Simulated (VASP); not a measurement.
Wanted: the native input for a VASP 6.6.1 run.

| Property | Result |
| --- | --- |
| Task | relaxation of cell and atoms |
| Functional | LDA |
| Potentials or basis | VASP PAW LDA potentials, release 64 (Au) |
| Cutoff | 600 eV |
| k mesh | 15 × 15 × 15 |
| Occupations | fermi-dirac, width 0.1 eV |
| Spin | no spin polarisation |
| Target pressure | 23 GPa |
| Dipole correction | no |
| Further INCAR settings | ALGO = Normal; EDIFF = 1e-07; IBRION = 2; EDIFFG = -0.005; NSW = 32; ISIF = 3 |

The structure of Au lies in POSCAR:

```
Au
1.0
    2.5680277088      0.0000000000      0.0000000000
    0.0000000000      2.5680277088      0.0000000000
    0.0000000000      0.0000000000      2.5680277088
Au
1
Direct
    0.0000000000      0.0000000000      0.0000000000
```

The input as run:

INCAR

```
SYSTEM = Au
ALGO     = Normal         ! electronic algorithm
EDIFF    = 1E-7           ! SCF threshold, eV
EDIFFG   = -0.005         ! ionic threshold
ENCUT    = 600            ! plane-wave cutoff, eV
GGA      = CA             ! functional
IBRION   = 2              ! ionic algorithm
ISIF     = 3              ! what is computed and relaxed
ISMEAR   = -1             ! smearing method
LASPH    = .TRUE.         ! aspherical terms in the spheres
LCHARG   = .FALSE.        ! write CHGCAR
LREAL    = .FALSE.        ! projectors in reciprocal space
LWAVE    = .FALSE.        ! write WAVECAR
NELM     = 100            ! most SCF steps
NSW      = 32             ! ionic steps
PREC     = Accurate       ! precision mode
PSTRESS  = 230.0        
SIGMA    = 0.1            ! smearing width, eV
```

KPOINTS

```
k-points
0
G
  15 15 15
  0 0 0
```

Potentials or basis: VASP PAW LDA potentials, release 64 (Au).

Run with:

```bash
$ cat potpaw_LDA.64/Au/POTCAR > POTCAR
$ mpirun -np 1 vasp_std > vasp.out
```

It gave:

* Relaxed volume: 16.99 Å³/atom
* Relaxed cell: a = 2.571 Å, b = 2.571 Å, c = 2.571 Å, α = 90.00°, β = 90.00°, γ = 90.00°
* Space group after relaxing (to 0.05 Å): Pm-3m (No. 221)
* Energy change on relaxing (the enthalpy is what falls): -7.3 meV/atom
* Ionic steps: 3
* Pressure after relaxing: 23.0 GPa

Caveat: the cell is relaxed towards a set pressure, so the enthalpy falls and the energy may rise.

It took 18 s on 1 thread of Intel(R) Xeon(R) Platinum 8488C (Sapphire Rapids) (shared host), peak memory 0.14 GiB.
